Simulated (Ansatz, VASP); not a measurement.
Two plane-wave programs on Ge

```
CELL_PARAMETERS angstrom
5.89020 0.00000 0.00000
0.00000 5.89020 0.00000
0.00000 0.00000 6.93315
ATOMIC_POSITIONS crystal
Ge 0.09089 0.09089 0.00000
Ge 0.40911 0.59089 0.75000
Ge 0.90911 0.90911 0.50000
Ge 0.59089 0.40911 0.25000
Ge 0.17283 0.36853 0.26210
Ge 0.13147 0.67283 0.01210
Ge 0.82717 0.63147 0.76210
Ge 0.86853 0.32717 0.51210
Ge 0.67283 0.13147 0.98790
Ge 0.63147 0.82717 0.23790
Ge 0.32717 0.86853 0.48790
Ge 0.36853 0.17283 0.73790
```

Change from the starting cell: volume scaled by 0.98, ions relaxed.

Alike in both runs: functional PBE; k mesh 8 × 8 × 7; occupations fermi-dirac, width 0.02 eV; no spin polarisation.

Ansatz relaxed the structure, and its values are those at the end. VASP's run is a single point on that final structure, the one shown.

|  | VASP | Ansatz |
| --- | --- | --- |
| version | VASP 6.6.1 | Ansatz 0.2.0 |
| potentials or method | VASP PAW PBE potentials, release 64 (Ge_d) | plane-wave PAW, scalar-relativistic |
| plane-wave cutoff (eV) | 500 | 420 |
| valence electrons in the cell | 168 | 168 |

Ansatz gave:

* pressure (GPa): 4.4
* rms of the force components (eV/Å): 0.006

Question: What did VASP give for the same quantities?

Answer: Pressure (GPa): 4.3; rms of the force components (eV/Å): 0.006.

Ansatz's warnings: stress scf threshold loose.
